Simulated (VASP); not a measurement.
# TlBr (Pm-3m) in VASP: notebook

TlBr is run at these levels: PBE+D4, PBE; tasks: single point, relaxation of cell and atoms.

All numbers are computed with VASP 6.6.1; they aren't measurements. Logs are shortened: lines on timing, memory, paths and dates and some standing lists are left out, and cuts for length are marked.

### 1 The cell of the first run

Symmetry: Pm-3m, No. 221, cubic system. The conventional cell has a = 4.002 Å, b = 4.002 Å, c = 4.002 Å, α = 90.00°, β = 90.00°, γ = 90.00°. Tl (site symmetry m-3m) has 8 Br at 3.47 Å and 6 Tl at 4.00 Å within 4.6 Å. Within 4.6 Å of Br (site symmetry m-3m) lie 8 Tl at 3.47 Å and 6 Br at 4.00 Å.

### 2 Single point, PBE+D4

Input file INCAR:

```
PREC = Accurate
ENCUT = 500
EDIFF = 1E-6
ISMEAR = -1
SIGMA = 0.02
LREAL = F
LASPH = T
NELM = 120
ALGO = Normal
ISIF = 2
LWAVE = F
LCHARG = T
GGA = PE
IVDW = 13
LELF = T
LVHAR = T
NBANDS = 17
GGA_COMPAT = F
```

Input file KPOINTS:

```
regular mesh
0
Gamma
  6 6 6
```

Input file POSCAR:

```
TlBr
1.0
    4.0024652501      0.0000000000      0.0000000000
    0.0000000000      4.0024652501      0.0000000000
    0.0000000000      0.0000000000      4.0024652501
Tl Br
1 1
Direct
    0.0000000000      0.0000000000      0.0000000000
    0.5000000000      0.5000000000      0.5000000000
```

Potentials or basis: VASP PAW PBE potentials, release 64 (Tl_d, Br).

Launch:

```
> cat potpaw_PBE.64/Tl_d/POTCAR potpaw_PBE.64/Br/POTCAR > POTCAR
> mpirun -np 1 vasp_std > vasp.out
```

OUTCAR:

```text
PREC = Accurate
   ENCUT = 500
   EDIFF = 1E-6
   ISMEAR = -1
   LREAL = F
   LASPH = T
   NELM = 120
   ISIF = 2
   GGA = PE
   IVDW = 13

 ion  position               nearest neighbor table
   1  0.000  0.000  0.000-   2 3.47   2 3.47   2 3.47   2 3.47   2 3.47   2 3.47   2 3.47   2 3.47

   2  0.500  0.500  0.500-   1 3.47   1 3.47   1 3.47   1 3.47   1 3.47   1 3.47   1 3.47   1 3.47

  LATTYP: Found a simple cubic cell.
 ALAT       =     4.0024652501

  Lattice vectors:

 A1 = (   4.0024652501,   0.0000000000,   0.0000000000)
 A2 = (   0.0000000000,   4.0024652501,   0.0000000000)
 A3 = (   0.0000000000,   0.0000000000,   4.0024652501)

Analysis of symmetry for initial positions (statically):
=====================================================================
 Subroutine PRICEL returns:
 Original cell was already a primitive cell.

 Routine SETGRP: Setting up the symmetry group for a
 simple cubic supercell.

 Subroutine GETGRP returns: Found 48 space group operations
 (whereof 48 operations were pure point group operations)
 out of a pool of 48 trial point group operations.

The static configuration has the point symmetry O_h .

Analysis of symmetry for dynamics (positions and initial velocities):
=====================================================================
 Subroutine PRICEL returns:
 Original cell was already a primitive cell.

 Routine SETGRP: Setting up the symmetry group for a
 simple cubic supercell.

 Subroutine GETGRP returns: Found 48 space group operations
 (whereof 48 operations were pure point group operations)
 out of a pool of 48 trial point group operations.

The dynamic configuration has the point symmetry O_h .

 Subroutine INISYM returns: Found 48 space group operations
 (whereof 48 operations are pure point group operations),
 and found     1 'primitive' translations

----------------------------------------------------------------------------------------

                                     Primitive cell

  volume of cell :      64.1184

  direct lattice vectors                    reciprocal lattice vectors
     4.002465250  0.000000000  0.000000000     0.249846017  0.000000000  0.000000000
     0.000000000  4.002465250  0.000000000     0.000000000  0.249846017  0.000000000
     0.000000000  0.000000000  4.002465250     0.000000000  0.000000000  0.249846017

  length of vectors
     4.002465250  4.002465250  4.002465250     0.249846017  0.249846017  0.249846017
[... 74 lines left out ...]
   ENCUT  =  500.0 eV  36.75 Ry    6.06 a.u.   7.30  7.30  7.30*2*pi/ulx,y,z
   NELM   =    120;   NELMIN=  2; NELMDL= -5     # of ELM steps
   EDIFF  = 0.1E-05   stopping-criterion for ELM
   LREAL  =      F    real-space projection
   EDIFFG = 0.1E-04   stopping-criterion for IOM
   NSW    =      0    number of steps for IOM
   IBRION =     -1    ionic relax: 0-MD 1-quasi-New 2-CG
   NFREE  =      0    steps in history (QN), initial steepest desc. (CG)
   ISIF   =      2    stress and relaxation
   ISYM   =      2    0-nonsym 1-usesym 2-fastsym
   POTIM  = 0.5000    time-step for ionic-motion
   TEBEG  =    0.0;   TEEND  =   0.0 temperature during run
   PSTRESS=    0.0 pullay stress
   NELECT =      20.0000    total number of electrons
   NUPDOWN=      -1.0000    fix difference up-down
   EMIN   =  10.00;   EMAX   =-10.00  energy-range for DOS
   EFERMI =   0.00;   METHOD = LEGACY
   ISMEAR =    -1;   SIGMA  =   0.02  broadening in eV -4-tet -1-fermi 0-gaus
   EFERMI_NEDOS =   21; number of points for ismear=-14 and -15
   IALGO  =     38    algorithm
   IMIX   =      4    mixing-type and parameters
     AMIX     =   0.40;   BMIX     =  1.00
     AMIX_MAG =   1.60;   BMIX_MAG =  1.00
  volume/ion in A,a.u.               =      32.06       216.35
  Fermi-wavevector in a.u.,A,eV,Ry     =   1.110258  2.098083 16.771533  1.232673
  Thomas-Fermi vector in A             =   2.246807
   LORBIT       =      0    0 simple, 1 ext, 2 COOP (PROOUT), +10 PAW based schemes
   GGA     = PE    functional components
   LHFCALC =     F    Hartree Fock is set to
   AEXX    =    0.0000 exact exchange contribution
   IVDW    =    13    specifies the selected vdW correction
   LEPSILON=     F    determine dielectric tensor
   LRPA    =     F    only Hartree local field effects (RPA)
 non-spin polarized calculation
  energy-cutoff  :      500.00
  volume of cell :       64.12
 maximum number of plane-waves:      1654
 NGX is ok and might be reduce to    30
   NGX = 15   NGY = 15   NGZ = 15

 number of electron      20.0000006 magnetization

 Free energy of the ion-electron system (eV)
  ---------------------------------------------------
  ext. energy  EPLUGINS =         0.00000000
  ---------------------------------------------------
  free energy    TOTEN  =        -5.53908735 eV

  energy without entropy =       -5.53908735  energy(sigma->0) =       -5.53908735

 E-fermi :   2.6786     XC(G=0):  -8.8894

 val. band max:        2.2010534488   @ k =   0.5000   0.0000   0.0000
 cond. band min:       4.1069069254   @ k =   0.5000   0.0000   0.0000
 fundamental gap:      1.9058534766
 Fermi energy:         2.6786013838

 k-point     1 :       0.0000    0.0000    0.0000
  band No.  band energies     occupation
      1     -11.4324      2.00000
      2      -7.8692      2.00000
      3      -7.8692      2.00000
      4      -7.7012      2.00000
      5      -7.7012      2.00000
      6      -7.7012      2.00000
[... 377 lines left out ...]
      4      -7.8269      2.00000
      5      -7.6502      2.00000
      6      -7.6502      2.00000
[... 9 lines left out ...]
     16      14.9287      0.00000
     17      18.3132      0.00000

------------------------ aborting loop because EDIFF is reached ----------------------------------------

  DFT-D4 for vdW energy calculation

  Edisp (eV):   -0.67964

  FORCE on cell =-STRESS in cart. coord.  units (eV):
  Direction    XX          YY          ZZ          XY          YZ          ZX
  --------------------------------------------------------------------------------------
  -------------------------------------------------------------------------------------
  Total      -0.01686    -0.01686    -0.01686     0.00000    -0.00000     0.00000
  in kB      -0.42123    -0.42123    -0.42123     0.00000    -0.00000     0.00000
  external pressure =       -0.42 kB  Pullay stress =        0.00 kB

 VOLUME and BASIS-vectors are now :
 -----------------------------------------------------------------------------
  energy-cutoff  :      500.00
  volume of cell :       64.12
      direct lattice vectors                 reciprocal lattice vectors
     4.002465250  0.000000000  0.000000000     0.249846017  0.000000000  0.000000000
     0.000000000  4.002465250  0.000000000     0.000000000  0.249846017  0.000000000
     0.000000000  0.000000000  4.002465250     0.000000000  0.000000000  0.249846017

 POSITION                                       TOTAL-FORCE (eV/Angst)
 -----------------------------------------------------------------------------------
      0.00000      0.00000      0.00000         0.000000      0.000000      0.000000
      2.00123      2.00123      2.00123         0.000000      0.000000      0.000000
 -----------------------------------------------------------------------------------
    total drift:                                0.000000     -0.000000     -0.000000

  FREE ENERGIE OF THE ION-ELECTRON SYSTEM (eV)
  ---------------------------------------------------
  free  energy   TOTEN  =        -6.2187253480 eV

  energy  without entropy=       -6.2187253480  energy(sigma->0) =       -6.21872535
```

stdout:

```text
POSCAR found type information on POSCAR TlBr
 POSCAR found :  2 types and       2 ions
 scaLAPACK will be used
 LDA part: xc-table for (Slater+PW92), standard interpolation
 POSCAR, INCAR and KPOINTS ok, starting setup
 FFT: planning ... GRIDC
 FFT: planning ... GRID_SOFT
 FFT: planning ... GRID
 WAVECAR not read
 entering main loop
```

Run time: 36 s. Hardware: 1 thread of Intel Xeon 8259CL, shared host; peak memory 0.18 GiB.

Results:

```yaml
Free_energy: -6.2187 eV
Pressure: 0.0 GPa
Band_gap_on_the_k_mesh: 1.91 eV
Dispersion_energy_per_atom: -0.340 eV
```

Levels at points of the mesh, in eV from the valence-band top:
| k point | band 7 | band 8 | band 9 | band 10 | band 11 | band 12 | band 13 | band 14 |
| --- | --- | --- | --- | --- | --- | --- | --- | --- |
| (0.00, 0.00, 0.00) | -4.61 | -1.23 | -1.23 | -1.23 | 7.06 | 7.06 | 7.17 | 7.17 |
| (0.50, 0.00, 0.00) | -5.43 | -0.75 | -0.75 | 0.00 | 1.91 | 5.77 | 5.77 | 8.07 |
| (0.50, 0.50, 0.00) | -3.71 | -2.81 | -2.81 | -0.66 | 4.86 | 4.86 | 7.34 | 7.71 |
| (0.50, 0.50, 0.50) | -2.76 | -1.83 | -1.83 | -1.83 | 2.21 | 2.21 | 2.21 | 12.73 |

Caveat: spin-orbit coupling is left out, which moves the levels of the heavy elements. A k mesh can miss the band edges.

### 3 Relaxation of cell and atoms, PBE+D4

Input file INCAR:

```
ALGO = Normal
EDIFF = 1E-7
EDIFFG = -0.005
ENCUT = 500
GGA = PE
GGA_COMPAT = False
IBRION = 2
ISIF = 3
ISMEAR = -1
IVDW = 13
LASPH = True
LCHARG = False
LREAL = False
LWAVE = False
NELM = 120
NELMIN = 4
NSW = 80
PREC = Accurate
SIGMA = 0.02
```

Input file KPOINTS:

```
k-points
0
Gamma
  6 6 6
```

Input file POSCAR:

```
TlBr
1.0
    3.9999066500      0.0000000000      0.0000000000
    0.0000000000      3.9999066500      0.0000000000
    0.0000000000      0.0000000000      3.9999066500
Tl Br
1 1
Direct
    0.0000000000      0.0000000000      0.0000000000
    0.5000000000      0.5000000000      0.5000000000
```

Potentials or basis: VASP PAW PBE potentials, release 64 (Tl_d, Br).

Launch:

```
> cat potpaw_PBE.64/Tl_d/POTCAR potpaw_PBE.64/Br/POTCAR > POTCAR
> mpirun -np 1 vasp_std > vasp.out
```

Run time: 66 s. Hardware: 1 thread of Intel Xeon 8259CL, shared host; peak memory 0.18 GiB.

Results (log left out):

- Free energy: -6.2187 eV
- Relaxed volume: 32.04 Å³/atom
- Relaxed cell: a = 4.002 Å, b = 4.002 Å, c = 4.002 Å, α = 90.00°, β = 90.00°, γ = 90.00°
- Space group after relaxing (to 0.1 Å): Pm-3m (No. 221)
- Energy gained by relaxing: 0.0 meV/atom
- Ionic steps: 3
- Pressure after relaxing: 0.0 GPa
- Band gap on the k mesh: 1.90 eV
- Dispersion energy per atom: -0.340 eV

Final structure:
```
CELL_PARAMETERS angstrom
4.00175 0.00000 0.00000
0.00000 4.00175 0.00000
0.00000 0.00000 4.00175
ATOMIC_POSITIONS crystal
Tl 0.00000 0.00000 0.00000
Br 0.50000 0.50000 0.50000
```

Levels at points of the mesh, in eV from the valence-band top:
| k point | band 8 | band 9 | band 10 | band 11 | band 12 | band 13 |
| --- | --- | --- | --- | --- | --- | --- |
| (0.00, 0.00, 0.00) | -1.23 | -1.23 | -1.23 | 7.06 | 7.06 | 7.18 |
| (0.50, 0.00, 0.00) | -0.75 | -0.75 | 0.00 | 1.90 | 5.77 | 5.77 |
| (0.50, 0.50, 0.00) | -2.81 | -2.81 | -0.66 | 4.86 | 4.86 | 7.34 |
| (0.50, 0.50, 0.50) | -1.84 | -1.84 | -1.84 | 2.21 | 2.21 | 2.21 |

Caveat: spin-orbit coupling is left out, which moves the levels of the heavy elements. A k mesh can miss the band edges.

### 4 Single point, PBE

This run uses another cell than the first one, of 30.70 Å³/atom.

Input file INCAR:

```
PREC = Accurate
ENCUT = 500
EDIFF = 1E-6
ISMEAR = 0
SIGMA = 0.01
LREAL = False
LASPH = True
NELM = 120
ALGO = Normal
ISIF = 2
LWAVE = False
LCHARG = False
GGA = PE
NBANDS = 17
GGA_COMPAT = False
```

Input file KPOINTS:

```
Automatic mesh
0
Gamma
  4 4 4
```

Input file POSCAR:

```
TlBr
1.0
    3.9451847160      0.0000000000      0.0000000000
    0.0000000000      3.9451847160      0.0000000000
    0.0000000000      0.0000000000      3.9451847160
Tl Br
1 1
Direct
    0.0000000000      0.0000000000      0.0000000000
    0.5000000000      0.5000000000      0.5000000000
```

Launch:

```
> cat potpaw_PBE.64/Tl_d/POTCAR potpaw_PBE.64/Br/POTCAR > POTCAR
> mpirun -np 1 vasp_std > vasp.out
```

It took 6 s on 1 thread of Intel Xeon Platinum 8488C (Sapphire Rapids), shared host; peak memory 0.16 GiB.

The run converged. Its results:

```yaml
Free_energy: -5.5031 eV
Pressure: 2.1 GPa
Band_gap_on_the_k_mesh: 1.78 eV
```

Levels at points of the mesh, in eV from the valence-band top:
| k point | band 8 | band 9 | band 10 | band 11 | band 12 | band 13 |
| --- | --- | --- | --- | --- | --- | --- |
| (0.00, 0.00, 0.00) | -1.42 | -1.42 | -1.42 | 6.93 | 6.93 | 7.31 |
| (0.50, 0.00, 0.00) | -0.89 | -0.89 | 0.00 | 1.78 | 5.75 | 5.75 |
| (0.50, 0.50, 0.00) | -3.12 | -3.12 | -0.81 | 4.89 | 4.89 | 7.45 |
| (0.50, 0.50, 0.50) | -2.05 | -2.05 | -2.05 | 2.02 | 2.02 | 2.02 |

Caveat: spin-orbit coupling is left out, which moves the levels of the heavy elements. A k mesh can miss the band edges.

### 5 Single point, PBE

This run uses another cell than the first one, of 30.70 Å³/atom.

Input file INCAR:

```
SYSTEM = TlBr
PREC = Accurate
ENCUT = 500
EDIFF = 1E-6
ISMEAR = 0
SIGMA = 0.01
LREAL = .FALSE.
LASPH = .TRUE.
NELM = 120
ALGO = Normal
ISIF = 2
LWAVE = .FALSE.
LCHARG = .FALSE.
GGA = PE
NBANDS = 17
GGA_COMPAT = .FALSE.
```

Input file KPOINTS:

```
regular mesh
0
G
  4 4 4
  0 0 0
```

POSCAR is that of step 4.

Launch:

```
> cat potpaw_PBE.64/Tl_d/POTCAR potpaw_PBE.64/Br/POTCAR > POTCAR
> mpirun -np 1 vasp_std > vasp.out
```

It took 6 s on 1 thread of Intel Xeon Platinum 8488C (Sapphire Rapids), shared host; peak memory 0.17 GiB.

It converged, with:

```
Free energy            : -5.5031 eV
Pressure               : 2.1 GPa
Band gap on the k mesh : 1.78 eV
```

Levels at points of the mesh, in eV from the valence-band top:
| k point | band 8 | band 9 | band 10 | band 11 | band 12 | band 13 |
| --- | --- | --- | --- | --- | --- | --- |
| (0.00, 0.00, 0.00) | -1.42 | -1.42 | -1.42 | 6.93 | 6.93 | 7.31 |
| (0.50, 0.00, 0.00) | -0.89 | -0.89 | 0.00 | 1.78 | 5.75 | 5.75 |
| (0.50, 0.50, 0.00) | -3.12 | -3.12 | -0.81 | 4.89 | 4.89 | 7.45 |
| (0.50, 0.50, 0.50) | -2.05 | -2.05 | -2.05 | 2.02 | 2.02 | 2.02 |

Caveat: spin-orbit coupling is left out, which moves the levels of the heavy elements.

### 6 Single point, PBE

This run uses another cell than the first one, of 30.70 Å³/atom.

Input file INCAR:

```
ALGO = Normal
EDIFF = 1E-6
ENCUT = 500
GGA = PE
GGA_COMPAT = False
ISIF = 2
ISMEAR = -1
LASPH = True
LCHARG = False
LREAL = False
LWAVE = False
NBANDS = 17
NELM = 120
PREC = Accurate
SIGMA = 0.02
```

Input file KPOINTS:

```
k-points
0
Gamma
  6 6 6
```

POSCAR is that of step 5.

Potentials or basis: VASP PAW PBE potentials, release 64 (Tl_d, Br).

Launch:

```
> cat potpaw_PBE.64/Tl_d/POTCAR potpaw_PBE.64/Br/POTCAR > POTCAR
> mpirun -np 1 vasp_std > vasp.out
```

It took 9.7 s on 1 thread of Intel Xeon Platinum 8488C (Sapphire Rapids), shared host; peak memory 0.17 GiB.

Results (log left out):

- Free energy: -5.5158 eV
- Pressure: 1.9 GPa
- Band gap on the k mesh: 1.79 eV

Levels at points of the mesh, in eV from the valence-band top:
```tsv
k point	band 6	band 7	band 8	band 9	band 10	band 11	band 12	band 13	band 14	band 15
(0.00, 0.00, 0.00)	-9.97	-4.72	-1.42	-1.42	-1.42	6.94	6.94	7.32	7.32	7.32
(0.50, 0.00, 0.00)	-9.97	-5.70	-0.89	-0.89	0.00	1.79	5.75	5.75	7.90	10.44
(0.50, 0.50, 0.00)	-9.92	-3.81	-3.12	-3.12	-0.81	4.89	4.89	7.46	7.68	10.43
(0.50, 0.50, 0.50)	-9.91	-2.75	-2.05	-2.05	-2.05	2.03	2.03	2.03	12.98	12.98
```

Caveat: spin-orbit coupling is left out, which moves the levels of the heavy elements. A k mesh can miss the band edges.

### 7 Summary

```csv
task,level,cell,k mesh,smearing,gap on the mesh (eV),pressure (GPa)
single point,PBE+D4,"a = 4.002 Å, 2 atoms",6 × 6 × 6,fermi-dirac 0.02 eV,1.91,0.0
relaxation of cell and atoms,PBE+D4,"relaxed from a = 4.000 Å, 2 atoms",6 × 6 × 6,fermi-dirac 0.02 eV,1.90,0.0
single point,PBE,"a = 3.945 Å, 2 atoms",4 × 4 × 4,gaussian 0.01 eV,1.78,2.1
single point,PBE,"a = 3.945 Å, 2 atoms",6 × 6 × 6,fermi-dirac 0.02 eV,1.79,1.9
```

Alike in all rows: potentials or basis VASP PAW PBE potentials, release 64 (Tl_d, Br); no spin polarisation; cutoff (eV) 500.

Caveats: spin-orbit coupling is left out, which moves the levels of the heavy elements.

Absolute energies hang on the potentials; compare differences alone.
